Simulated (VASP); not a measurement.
# GaP (I-4m2) in VASP: further runs, part 2 of 2

VASP 6.6.1. Earlier steps stand in the parts before.

## Step 4: Single point, r2SCAN (strain +0.0150 x Voigt [0, 1, 0, 0, 0, 0])

POSCAR reads:

```
GaP
1.0
    0.0000000000      2.7661287500      2.7252500000
    2.7252500000      0.0000000000      2.7252500000
    2.7252500000      2.7661287500      0.0000000000
Ga P
1 1
Direct
    0.0000000000      0.0000000000      0.0000000000
    0.7500000000      0.7500000000      0.7500000000
```

INCAR.step1 reads:

```
PREC = Accurate
ENCUT = 520
ISMEAR = 0
SIGMA = 0.05
LREAL = False
LASPH = True
NELM = 80
NBANDS = 16
GGA = PE
ALGO = Normal
EDIFF = 1E-4
LWAVE = True
LCHARG = False
```

INCAR.step2 reads:

```
PREC = Accurate
ENCUT = 520
EDIFF = 1E-6
ISMEAR = 0
SIGMA = 0.05
LREAL = False
LASPH = True
NELM = 80
ALGO = Normal
ISIF = 2
LWAVE = False
LCHARG = False
METAGGA = R2SCAN
LMIXTAU = True
NBANDS = 16
ISTART = 1
```

KPOINTS reads:

```
Automatic mesh
0
Gamma
  8 8 8
```

On the command line:

```console
> cat potpaw_PBE.64/Ga_d/POTCAR potpaw_PBE.64/P/POTCAR > POTCAR
> cp INCAR.step1 INCAR
> mpirun -np 1 vasp_std > vasp.out
> cp INCAR.step2 INCAR
> mpirun -np 1 vasp_std > vasp.out
```

Run time: 3.9 min. Hardware: 1 thread of Intel Xeon 8259CL, shared host; peak memory 0.19 GiB.

The run converged. Its results:

* Free energy: -21.4590 eV
* Pressure: -1.3 GPa
* Band gap on the k mesh: 1.85 eV (least direct gap 2.18 eV)

Stress tensor (GPa, compression positive):
```
-0.88  0.00  0.00
 0.00 -2.12  0.00
 0.00  0.00 -0.88
```

Levels at points of the mesh, in eV from the valence-band top:
| k point | band 6 | band 7 | band 8 | band 9 | band 10 | band 11 | band 12 | band 13 |
| --- | --- | --- | --- | --- | --- | --- | --- | --- |
| (0.00, 0.00, 0.00) | -12.94 | -0.09 | 0.00 | 0.00 | 2.18 | 4.15 | 4.15 | 4.19 |
| (0.50, 0.00, 0.00) | -10.83 | -6.79 | -1.24 | -1.11 | 1.96 | 4.98 | 5.09 | 8.77 |
| (0.50, 0.50, 0.00) | -9.89 | -6.88 | -2.81 | -2.80 | 1.88 | 2.04 | 11.18 | 11.19 |
| (0.50, 0.00, 0.50) | -9.96 | -6.98 | -2.70 | -2.70 | 1.99 | 2.18 | 11.21 | 11.21 |

Caveat: the cell differs from its parent crystal (strain +0.0150 x Voigt [0, 1, 0, 0, 0, 0]); the PAW data sets were made with another functional, which shifts forces and pressure a little. A k mesh can miss the band edges.

## Step 5: Single point, r2SCAN (strain +0.0300 x Voigt [0, 1, 0, 0, 0, 0])

POSCAR reads:

```
GaP
1.0
    0.0000000000      2.8070075000      2.7252500000
    2.7252500000      0.0000000000      2.7252500000
    2.7252500000      2.8070075000      0.0000000000
Ga P
1 1
Direct
    0.0000000000      0.0000000000      0.0000000000
    0.7500000000      0.7500000000      0.7500000000
```

INCAR.step1 is that of step 4.

INCAR.step2 is that of step 4.

KPOINTS is that of step 4.

Potentials or basis: VASP PAW PBE potentials, release 64 (Ga_d, P).

On the command line:

```console
> cat potpaw_PBE.64/Ga_d/POTCAR potpaw_PBE.64/P/POTCAR > POTCAR
> cp INCAR.step1 INCAR
> mpirun -np 1 vasp_std > vasp.out
> cp INCAR.step2 INCAR
> mpirun -np 1 vasp_std > vasp.out
```

OUTCAR:

```text
PREC = Accurate
   ENCUT = 520
   EDIFF = 1E-6
   ISMEAR = 0
   LREAL = False
   LASPH = True
   NELM = 80
   ISIF = 2
   METAGGA = R2SCAN
   ISTART = 1

 ion  position               nearest neighbor table
   1  0.000  0.000  0.000-   2 2.38   2 2.38   2 2.38   2 2.38
   2  0.750  0.750  0.750-   1 2.38   1 2.38   1 2.38   1 2.38

  LATTYP: Found a body centered tetragonal cell.
 ALAT       =     3.8540855109
 C/A-ratio  =     1.4566399692

  Lattice vectors:

 A1 = (   0.0000000000,  -2.8070075000,   2.7252500000)
 A2 = (   0.0000000000,  -2.8070075000,  -2.7252500000)
 A3 = (   2.7252500000,   2.8070075000,   0.0000000000)

Analysis of symmetry for initial positions (statically):
=====================================================================
 Subroutine PRICEL returns:
 Original cell was already a primitive cell.

 Routine SETGRP: Setting up the symmetry group for a
 body centered tetragonal supercell.

 Subroutine GETGRP returns: Found  8 space group operations
 (whereof  8 operations were pure point group operations)
 out of a pool of 16 trial point group operations.

The static configuration has the point symmetry D_2d.

Analysis of symmetry for dynamics (positions and initial velocities):
=====================================================================
 Subroutine PRICEL returns:
 Original cell was already a primitive cell.

 Routine SETGRP: Setting up the symmetry group for a
 body centered tetragonal supercell.

 Subroutine GETGRP returns: Found  8 space group operations
 (whereof  8 operations were pure point group operations)
 out of a pool of 16 trial point group operations.

The dynamic configuration has the point symmetry D_2d.

 Subroutine INISYM returns: Found  8 space group operations
 (whereof  8 operations are pure point group operations),
 and found     1 'primitive' translations

----------------------------------------------------------------------------------------

[... 113 lines left out ...]
  volume/ion in A,a.u.               =      20.85       140.69
  Fermi-wavevector in a.u.,A,eV,Ry     =   1.237286  2.338132 20.828855  1.530878
  Thomas-Fermi vector in A             =   2.371860
   LORBIT       =      0    0 simple, 1 ext, 2 COOP (PROOUT), +10 PAW based schemes
   METAGGA = R2SCAN    functional components
   LHFCALC =     F    Hartree Fock is set to
   AEXX    =    0.0000 exact exchange contribution
   IVDW    =     0    specifies the selected vdW correction
   LEPSILON=     F    determine dielectric tensor
   LRPA    =     F    only Hartree local field effects (RPA)
 non-spin polarized calculation
 Gauss-broadening in eV      SIGMA  =   0.05
  energy-cutoff  :      520.00
  volume of cell :       41.70
 maximum number of plane-waves:      1140
 NGX is ok and might be reduce to    30
   NGX = 15   NGY = 15   NGZ = 15

 number of electron      17.9999998 magnetization

 Free energy of the ion-electron system (eV)
  ---------------------------------------------------
  ext. energy  EPLUGINS =         0.00000000
  ---------------------------------------------------
  free energy    TOTEN  =       -21.44703457 eV

  energy without entropy =      -21.44703457  energy(sigma->0) =      -21.44703457

 E-fermi :   4.5119     XC(G=0): -10.4060

 val. band max:        4.2232799935   @ k =   0.0000   0.0000   0.0000
 cond. band min:       6.0179533105   @ k =   0.3750   0.3750   0.0000
 fundamental gap:      1.7946733171
 Fermi energy:         4.5119410521

 k-point     1 :       0.0000    0.0000    0.0000
  band No.  band energies     occupation
      1     -10.7873      2.00000
      2     -10.7783      2.00000
      3     -10.7782      2.00000
      4     -10.6799      2.00000
      5     -10.6750      2.00000
      6      -8.6309      2.00000
[... 433 lines left out ...]
      3     -10.7508      2.00000
      4     -10.6777      2.00000
      5     -10.6731      2.00000
      6      -7.1796      2.00000
[... 8 lines left out ...]
     15      15.5229      0.00000
     16      15.5258      0.00000

 [... further k-points ...]

------------------------ aborting loop because EDIFF is reached ----------------------------------------

  FORCE on cell =-STRESS in cart. coord.  units (eV):
  Direction    XX          YY          ZZ          XY          YZ          ZX
  --------------------------------------------------------------------------------------
  -------------------------------------------------------------------------------------
  Total       -0.4322883     -1.0926700     -0.4322883      0.0000000     -0.0000000      0.0000000
  in kB      -16.6110772    -41.9868556    -16.6110772      0.0000000     -0.0000000      0.0000000
  external PRESSURE =     -25.0696700 kB  Pullay stress =       0.0000000 kB

 VOLUME and BASIS-vectors are now :
 -----------------------------------------------------------------------------
  energy-cutoff  :      520.00
  volume of cell :       41.70
      direct lattice vectors                 reciprocal lattice vectors
     0.000000000  2.807007500  2.725250000    -0.183469406  0.178125637  0.183469406
     2.725250000  0.000000000  2.725250000     0.183469406 -0.178125637  0.183469406
     2.725250000  2.807007500  0.000000000     0.183469406  0.178125637 -0.183469406

 POSITION                                       TOTAL-FORCE (eV/Angst)
 -----------------------------------------------------------------------------------
      0.00000      0.00000      0.00000         0.000000      0.000000     -0.000000
      4.08788      4.21051      4.08788        -0.000000     -0.000000      0.000000
 -----------------------------------------------------------------------------------
    total drift:                               -0.000013      0.000007     -0.000013

  FREE ENERGIE OF THE ION-ELECTRON SYSTEM (eV)
  ---------------------------------------------------
  free  energy   TOTEN  =       -21.4470345659 eV

  energy  without entropy=      -21.4470345659  energy(sigma->0) =      -21.44703457
```

OSZICAR.step1:

```text
N       E                     dE             d eps       ncg     rms          rms(c)
DAV:   1     0.836429483264E+02    0.83643E+02   -0.90818E+03  1936   0.161E+03
DAV:   2    -0.265041225848E+01   -0.86293E+02   -0.81816E+02  2168   0.323E+02
DAV:   3    -0.926775871707E+01   -0.66173E+01   -0.65958E+01  2432   0.672E+01
DAV:   4    -0.937910449785E+01   -0.11135E+00   -0.11132E+00  2360   0.954E+00
DAV:   5    -0.938129382977E+01   -0.21893E-02   -0.21893E-02  2504   0.117E+00    0.411E+00
DAV:   6    -0.914381104838E+01    0.23748E+00   -0.37804E-01  2960   0.101E+01    0.270E+00
DAV:   7    -0.911897102393E+01    0.24840E-01   -0.89987E-02  2496   0.197E+00    0.109E+00
DAV:   8    -0.911928886346E+01   -0.31784E-03   -0.12829E-02  2256   0.135E+00    0.175E-01
DAV:   9    -0.911969379649E+01   -0.40493E-03   -0.12936E-03  2416   0.501E-01    0.819E-02
DAV:  10    -0.911976742869E+01   -0.73632E-04   -0.87705E-05  1992   0.109E-01
   1 F= -.91197674E+01 E0= -.91197674E+01  d E =-.812257E-16
```

It took 3.1 min on 1 thread of Intel Xeon 8259CL, shared host; peak memory 0.19 GiB.

Results:

- Free energy: -21.4470 eV
- Pressure: -2.5 GPa
- Band gap on the k mesh: 1.79 eV (least direct gap 2.02 eV)

Caveat: the cell differs from its parent crystal (strain +0.0300 x Voigt [0, 1, 0, 0, 0, 0]); the PAW data sets were made with another functional, which shifts forces and pressure a little. A k mesh can miss the band edges.

## Step 6: The runs side by side

```csv
cell,gap on the mesh (eV),pressure (GPa)
"a = 3.797, b = 3.854 Å, angles 59.5, 61.0, 59.5°, 2 atoms",1.54,2.8
"a = 3.825, b = 3.854 Å, angles 59.8, 60.5, 59.8°, 2 atoms",1.72,1.4
"a = 3.883, b = 3.854 Å, angles 60.2, 59.5, 60.2°, 2 atoms",1.85,-1.3
"a = 3.912, b = 3.854 Å, angles 60.5, 59.0, 60.5°, 2 atoms",1.79,-2.5
```

Alike in all rows: task single point; level r2SCAN; potentials or basis VASP PAW PBE potentials, release 64 (Ga_d, P); no spin polarisation; k mesh 8 × 8 × 8; cutoff (eV) 520; smearing gaussian 0.05 eV.

Caveats: the PAW data sets were made with another functional, which shifts forces and pressure a little.

Total energies depend on the potentials used, so only differences within one code and one set of settings carry meaning.
